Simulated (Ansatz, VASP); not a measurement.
## Cr in VASP and in Ansatz

```
Cr
1.0
     0.00000    2.43798    2.43798
     2.43798    0.00000    2.43798
     2.43798    2.43798    0.00000
Cr
2
Cartesian
  0.6095 0.6095 0.6095
  4.2665 4.2665 4.2665
```

Alike in both runs: task single point; functional LDA; k mesh 18 × 18 × 18; occupations fermi-dirac, width 0.1 eV; no spin polarisation.

|  | VASP | Ansatz |
| --- | --- | --- |
| version | VASP 6.6.1 | Ansatz 0.2.0 |
| potentials or method | VASP PAW LDA potentials, release 64 (Cr_pv), cutoff 520 eV | plane waves (420 eV) with PAW, scalar-relativistic |
| valence electrons in the cell | 24 | 28 |

Ansatz gave:

| Property | Result |
| --- | --- |
| pressure (GPa) | 5.4 |

What did VASP give for the same quantities?

Pressure (GPa): 6.6.

Ansatz warns that its potentials were made for another functional, while VASP's fit it. LDA's correlation is that of Perdew and Zunger in VASP and of Perdew and Wang (1992) in Ansatz. VASP's potentials hold 24 valence electrons a cell and Ansatz's 28, so a difference there can come from the potentials and not from the codes.
